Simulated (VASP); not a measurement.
# SnTe (P6_3/mmc) in VASP: single point with PBE

Aim: the single point of SnTe with PBE.

Everything below comes from runs of VASP 6.6.1. Logs are shortened: lines on timing, memory, paths and dates and some standing lists are left out, and cuts for length are marked.

## 1. The cell of the first run

The structure is hexagonal, space group P6_3/mmc (No. 194). The conventional cell has a = 4.394 Å, b = 4.394 Å, c = 7.870 Å, α = 90.00°, β = 90.00°, γ = 120.00°. Within 4.2 Å of Sn (site symmetry -3m) lie 6 Te at 3.21 Å and 2 Sn at 3.94 Å. Within 4.2 Å of Te (site symmetry -6m2) lie 6 Sn at 3.21 Å.

## 2. Single point, PBE

File INCAR:

```
SYSTEM = SnTe
  PREC = Accurate
  ENCUT = 520
  EDIFF = 1E-7
  ISMEAR = -1
  SIGMA = 0.02
  LREAL = .False.
  LASPH = .True.
  NELM = 60
  ALGO = Normal
  ISIF = 2
  LWAVE = .False.
  LCHARG = .True.
  GGA = PE
  LELF = .True.
  LVHAR = .True.
  NBANDS = 28
```

File KPOINTS:

```
regular mesh
0
Gamma
  6 6 4
  0 0 0
```

File POSCAR:

```
SnTe
1.0
    4.3938400140      0.0000000000      0.0000000000
   -2.1969200070      3.8051770723      0.0000000000
    0.0000000000      0.0000000000      7.8704071118
Sn Te
2 2
Direct
    0.0000000000      0.0000000000      0.0000000000
    0.0000000000      0.0000000000      0.5000000000
    0.3333333333      0.6666666667      0.2500000000
    0.6666666667      0.3333333333      0.7500000000
```

Potentials or basis: VASP PAW PBE potentials, release 64 (Sn_d, Te).

Run with:

```bash
> cat potpaw_PBE.64/Sn_d/POTCAR potpaw_PBE.64/Te/POTCAR > POTCAR
> mpirun -np 1 vasp_std > vasp.out
```

OUTCAR:

```text
SYSTEM = SnTe
   PREC = Accurate
   ENCUT = 520
   EDIFF = 1E-7
   ISMEAR = -1
   LREAL = .False.
   LASPH = .True.
   NELM = 60
   ISIF = 2
   GGA = PE

 ion  position               nearest neighbor table
   1  0.000  0.000  0.000-   3 3.21   4 3.21   4 3.21   3 3.21   4 3.21   3 3.21
   2  0.000  0.000  0.500-   3 3.21   4 3.21   4 3.21   3 3.21   4 3.21   3 3.21
   3  0.333  0.667  0.250-   1 3.21   2 3.21   1 3.21   2 3.21   1 3.21   2 3.21
   4  0.667  0.333  0.750-   1 3.21   2 3.21   1 3.21   2 3.21   1 3.21   2 3.21

  LATTYP: Found a hexagonal cell.
 ALAT       =     4.3938400140
 C/A-ratio  =     1.7912366146

  Lattice vectors:

 A1 = (   4.3938400140,   0.0000000000,   0.0000000000)
 A2 = (  -2.1969200070,   3.8051770723,   0.0000000000)
 A3 = (   0.0000000000,   0.0000000000,   7.8704071118)

Analysis of symmetry for initial positions (statically):
=====================================================================
 Subroutine PRICEL returns:
 Original cell was already a primitive cell.

 Routine SETGRP: Setting up the symmetry group for a
 hexagonal supercell.

 Subroutine GETGRP returns: Found 24 space group operations
 (whereof 12 operations were pure point group operations)
 out of a pool of 24 trial point group operations.

The static configuration has the point symmetry D_3d.
 The point group associated with its full space group is D_6h.

Analysis of symmetry for dynamics (positions and initial velocities):
=====================================================================
 Subroutine PRICEL returns:
 Original cell was already a primitive cell.

 Routine SETGRP: Setting up the symmetry group for a
 hexagonal supercell.

 Subroutine GETGRP returns: Found 24 space group operations
 (whereof 12 operations were pure point group operations)
 out of a pool of 24 trial point group operations.

The dynamic configuration has the point symmetry D_3d.
 The point group associated with its full space group is D_6h.

 Subroutine INISYM returns: Found 24 space group operations
 (whereof 12 operations are pure point group operations),
 and found     1 'primitive' translations

----------------------------------------------------------------------------------------

                                     Primitive cell

  volume of cell :     131.5880

  direct lattice vectors                    reciprocal lattice vectors
     4.393840014  0.000000000  0.000000000     0.227591354  0.131399930  0.000000000
    -2.196920007  3.805177072  0.000000000     0.000000000  0.262799860  0.000000000
     0.000000000  0.000000000  7.870407112     0.000000000  0.000000000  0.127058230

  length of vectors
     4.393840014  4.393840014  7.870407112     0.262799860  0.262799860  0.127058230

  position of ions in fractional coordinates (direct lattice)
     0.000000000  0.000000000  0.000000000
     0.000000000  0.000000000  0.500000000
     0.333333333  0.666666667  0.250000000
     0.666666667  0.333333333  0.750000000

  ion indices of the primitive-cell ions
   primitive index   ion index
                 1           1
                 2           2
                 3           3
                 4           4

----------------------------------------------------------------------------------------

 KPOINTS: regular mesh

Automatic generation of k-mesh.
 Grid dimensions read from file:
 generate k-points for:    6    6    4

 Generating k-lattice:

  Cartesian coordinates                     Fractional coordinates (reciprocal lattice)
     0.037931892  0.021899988  0.000000000     0.166666667 -0.000000000  0.000000000
     0.000000000  0.043799977  0.000000000     0.000000000  0.166666667  0.000000000
     0.000000000  0.000000000  0.031764558     0.000000000  0.000000000  0.250000000

  Length of vectors
     0.043799977  0.043799977  0.031764558

  Shift w.r.t. Gamma in fractional coordinates (k-lattice)
     0.000000000  0.000000000  0.000000000

 Subroutine IBZKPT returns following result:
 ===========================================

 Found     21 irreducible k-points:

 Following reciprocal coordinates:
            Coordinates               Weight
  0.000000  0.000000  0.000000      1.000000
  0.166667  0.000000  0.000000      6.000000
  0.333333 -0.000000  0.000000      6.000000
  0.500000 -0.000000  0.000000      3.000000
  0.166667  0.166667  0.000000      6.000000
  0.333333  0.166667  0.000000     12.000000
[... 13 lines left out ...]
  0.333333  0.166667  0.500000     12.000000
  0.333333  0.333333  0.500000      2.000000
   k-points           NKPTS =     21   k-points in BZ     NKDIM =     21   number of bands    NBANDS=     28
   number of dos      NEDOS =    301   number of ions     NIONS =      4
   total plane-waves  NPLWV =  77760
   dimension x,y,z NGX =    36 NGY =   36 NGZ =   60
   dimension x,y,z NGXF=    72 NGYF=   72 NGZF=  120
   ions per type =               2   2
   NGX,Y,Z   is equivalent  to a cutoff of  13.62, 13.62, 12.67 a.u.
   NGXF,Y,Z  is equivalent  to a cutoff of  27.24, 27.24, 25.35 a.u.
 SYSTEM =  SnTe
   PREC   = accura    normal or accurate (medium, high low for compatibility)
   ISTART =      0    job   : 0-new  1-cont  2-samecut
   ICHARG =      2    charge: 1-file 2-atom 10-const
   ISPIN  =      1    spin polarized calculation?
   LNONCOLLINEAR =      F non collinear calculations
   LSORBIT =      F    spin-orbit coupling
   LASPH  =      T    aspherical Exc in radial PAW
   ENCUT  =  520.0 eV  38.22 Ry    6.18 a.u.   8.17  8.17 14.63*2*pi/ulx,y,z
   NELM   =     60;   NELMIN=  2; NELMDL= -5     # of ELM steps
   EDIFF  = 0.1E-06   stopping-criterion for ELM
   LREAL  =      F    real-space projection
   EDIFFG = 0.1E-05   stopping-criterion for IOM
   NSW    =      0    number of steps for IOM
   IBRION =     -1    ionic relax: 0-MD 1-quasi-New 2-CG
   NFREE  =      0    steps in history (QN), initial steepest desc. (CG)
   ISIF   =      2    stress and relaxation
   ISYM   =      2    0-nonsym 1-usesym 2-fastsym
   POTIM  = 0.5000    time-step for ionic-motion
   TEBEG  =    0.0;   TEEND  =   0.0 temperature during run
   PSTRESS=    0.0 pullay stress
   NELECT =      40.0000    total number of electrons
   NUPDOWN=      -1.0000    fix difference up-down
   EMIN   =  10.00;   EMAX   =-10.00  energy-range for DOS
   EFERMI =   0.00;   METHOD = LEGACY
   ISMEAR =    -1;   SIGMA  =   0.02  broadening in eV -4-tet -1-fermi 0-gaus
   EFERMI_NEDOS =   21; number of points for ismear=-14 and -15
   IALGO  =     38    algorithm
   IMIX   =      4    mixing-type and parameters
     AMIX     =   0.40;   BMIX     =  1.00
     AMIX_MAG =   1.60;   BMIX_MAG =  1.00
  volume/ion in A,a.u.               =      32.90       222.00
  Fermi-wavevector in a.u.,A,eV,Ry     =   1.100752  2.080119 16.485560  1.211654
  Thomas-Fermi vector in A             =   2.237168
   LORBIT       =      0    0 simple, 1 ext, 2 COOP (PROOUT), +10 PAW based schemes
   GGA     = PE    functional components
   LHFCALC =     F    Hartree Fock is set to
   AEXX    =    0.0000 exact exchange contribution
   IVDW    =     0    specifies the selected vdW correction
   LEPSILON=     F    determine dielectric tensor
   LRPA    =     F    only Hartree local field effects (RPA)
 non-spin polarized calculation
  energy-cutoff  :      520.00
  volume of cell :      131.59
 maximum number of plane-waves:      3563
 NGX is ok and might be reduce to    36
   NGX = 17   NGY = 17   NGZ = 29

 number of electron      39.9999990 magnetization

 Free energy of the ion-electron system (eV)
  ---------------------------------------------------
  ext. energy  EPLUGINS =         0.00000000
  ---------------------------------------------------
  free energy    TOTEN  =       -14.93506394 eV

  energy without entropy =      -14.93376117  energy(sigma->0) =      -14.93441256

 E-fermi :   6.2367     XC(G=0):  -9.2613

 val. band max:        6.2028118485   @ k =   0.3333   0.3333   0.5000
 cond. band min:       6.2912783173   @ k =   0.5000  -0.0000   0.0000
 fundamental gap:      0.0884664688
 Fermi energy:         6.2366638711

 k-point     1 :       0.0000    0.0000    0.0000
  band No.  band energies     occupation
      1     -15.5546      2.00000
      2     -15.5480      2.00000
      3     -15.5480      2.00000
      4     -15.5436      2.00000
      5     -15.5436      2.00000
      6     -15.5391      2.00000
[... 20 lines left out ...]
     27      10.5386      0.00000
     28      11.8735      0.00000

 k-point     2 :       0.1667    0.0000    0.0000
  band No.  band energies     occupation
      1     -15.5535      2.00000
      2     -15.5498      2.00000
      3     -15.5466      2.00000
      4     -15.5443      2.00000
      5     -15.5414      2.00000
      6     -15.5399      2.00000
[... 20 lines left out ...]
     27      10.6330      0.00000
     28      11.0199      0.00000

 k-point     3 :       0.3333   -0.0000    0.0000
  band No.  band energies     occupation
      1     -15.5554      2.00000
      2     -15.5507      2.00000
      3     -15.5459      2.00000
      4     -15.5454      2.00000
      5     -15.5407      2.00000
      6     -15.5374      2.00000
[... 20 lines left out ...]
     27      10.9989      0.00000
     28      12.5512      0.00000

 k-point     4 :       0.5000   -0.0000    0.0000
  band No.  band energies     occupation
      1     -15.5578      2.00000
      2     -15.5501      2.00000
      3     -15.5468      2.00000
      4     -15.5453      2.00000
      5     -15.5406      2.00000
      6     -15.5358      2.00000
[... 485 lines left out ...]
     27      11.1354      0.00000
     28      11.1354      0.00000

 k-point    20 :       0.3333    0.1667    0.5000
  band No.  band energies     occupation
      1     -15.5491      2.00000
      2     -15.5491      2.00000
      3     -15.5416      2.00000
      4     -15.5416      2.00000
      5     -15.5384      2.00000
      6     -15.5384      2.00000
[... 20 lines left out ...]
     27      12.0054      0.00000
     28      12.0054      0.00000

 k-point    21 :       0.3333    0.3333    0.5000
  band No.  band energies     occupation
      1     -15.5467      2.00000
      2     -15.5467      2.00000
      3     -15.5440      2.00000
      4     -15.5440      2.00000
      5     -15.5358      2.00000
      6     -15.5358      2.00000
[... 20 lines left out ...]
     27      12.4657      0.00000
     28      12.4657      0.00000

------------------------ aborting loop because EDIFF is reached ----------------------------------------

  FORCE on cell =-STRESS in cart. coord.  units (eV):
  Direction    XX          YY          ZZ          XY          YZ          ZX
  --------------------------------------------------------------------------------------
  -------------------------------------------------------------------------------------
  Total        0.5134354      0.5134354      0.5299357      0.0000000      0.0000000      0.0000000
  in kB        6.2514405      6.2514405      6.4523434      0.0000000      0.0000000      0.0000000
  external PRESSURE =       6.3184081 kB  Pullay stress =       0.0000000 kB

 VOLUME and BASIS-vectors are now :
 -----------------------------------------------------------------------------
  energy-cutoff  :      520.00
  volume of cell :      131.59
      direct lattice vectors                 reciprocal lattice vectors
     4.393840014  0.000000000  0.000000000     0.227591354  0.131399930  0.000000000
    -2.196920007  3.805177072  0.000000000     0.000000000  0.262799860  0.000000000
     0.000000000  0.000000000  7.870407112     0.000000000  0.000000000  0.127058230

 POSITION                                       TOTAL-FORCE (eV/Angst)
 -----------------------------------------------------------------------------------
      0.00000      0.00000      0.00000        -0.000000     -0.000000      0.000000
      0.00000      0.00000      3.93520        -0.000000     -0.000000      0.000000
     -0.00000      2.53678      1.96760         0.000000     -0.000000     -0.000000
      2.19692      1.26839      5.90281        -0.000000      0.000000      0.000000
 -----------------------------------------------------------------------------------
    total drift:                               -0.000000      0.000000      0.000000

  FREE ENERGIE OF THE ION-ELECTRON SYSTEM (eV)
  ---------------------------------------------------
  free  energy   TOTEN  =       -14.9350639364 eV

  energy  without entropy=      -14.9337611745  energy(sigma->0) =      -14.93441256
```

Wall time 75 s (1 thread of Intel Xeon Platinum 8488C (Sapphire Rapids), shared host); peak memory 0.29 GiB.

What came out:

```yaml
Free_energy: -14.9351 eV
Pressure: 0.6 GPa
Band_gap_on_the_k_mesh: zero (band 20 reaches 6.90 eV, above the bottom of band 21 at 6.20 eV)
```

Levels at points of the mesh, in eV from the Fermi level:
| k point | band 17 | band 18 | band 19 | band 20 | band 21 | band 22 | band 23 | band 24 |
| --- | --- | --- | --- | --- | --- | --- | --- | --- |
| (0.00, 0.00, 0.00) | -1.70 | -1.26 | -1.26 | 0.17 | 0.91 | 1.80 | 1.80 | 2.27 |
| (0.50, 0.00, 0.00) | -3.09 | -1.50 | -1.35 | -0.75 | 0.05 | 0.65 | 1.53 | 3.52 |
| (0.00, 0.00, 0.50) | -1.48 | -1.48 | -1.14 | -1.14 | 1.92 | 1.92 | 1.92 | 1.92 |
| (0.50, 0.00, 0.50) | -2.78 | -2.78 | -2.52 | -2.52 | 1.71 | 1.71 | 2.57 | 2.57 |

Caveat: spin-orbit coupling is left out, which moves the levels of the heavy elements.
